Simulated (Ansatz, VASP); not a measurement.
## Sb in VASP and in Ansatz

```
Sb
1.0
     3.05079    0.00000    0.00000
     0.00000    3.05079    0.00000
     0.00000    0.00000    3.05079
Sb
1
Direct
  0.00000 0.00000 0.00000
```

Alike in both runs: task single point; functional PBEsol; k mesh 14 × 14 × 14; occupations gaussian, width 0.1 eV; no spin polarisation.

```csv
,VASP,Ansatz
version,VASP 6.6.1,Ansatz 0.2.0
potentials or method,"VASP PAW PBE potentials, release 64 (Sb), cutoff 520 eV","scalar-relativistic, plane waves, PAW"
valence electrons in the cell,5,15
```

VASP gave:

* gap on the k mesh at the Fermi level (eV): none
* pressure (GPa): 0.8

Q: Which values does Ansatz return?

A: gap on the k mesh at the Fermi level (eV): none; pressure (GPa): 0.7.

VASP's potentials were made for PBE, not for PBEsol. A gap of «none» marks a metal or a gap that the smearing closes. VASP's potentials hold 5 valence electrons a cell and Ansatz's 15, so a difference there can come from the potentials and not from the codes.

Spin-orbit coupling is off throughout.
